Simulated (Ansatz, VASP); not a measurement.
**Two plane-wave programs on RbBr**

```
CELL_PARAMETERS angstrom
0.00000 3.46190 3.46190
3.46190 0.00000 3.46190
3.46190 3.46190 0.00000
ATOMIC_POSITIONS crystal
Rb 0.00000 0.00000 0.00000
Br 0.50000 0.50000 0.50000
```

Alike in both runs: functional r2SCAN; k mesh 8 × 8 × 8; occupations fermi-dirac, width 0.02 eV; no spin polarisation.

Ansatz relaxed the structure, and its values are those at the end. VASP's run is a single point on that final structure, the one shown.

|  | VASP | Ansatz |
| --- | --- | --- |
| version | VASP 6.6.1 | Ansatz 0.2.0 |
| potentials or method | VASP PAW PBE potentials, release 64 (Rb_sv, Br), cutoff 520 eV | PAW plane waves |
| valence electrons in the cell | 16 | 16 |

|  | VASP | Ansatz | Ansatz less VASP |
| --- | --- | --- | --- |
| gap on the k mesh at the Fermi level (eV) | 4.89 | 4.89 | 0.000 |
| pressure (GPa) | 0.0 | 0.0 | -0.02 |

VASP's potentials were made for PBE, not for r2SCAN.
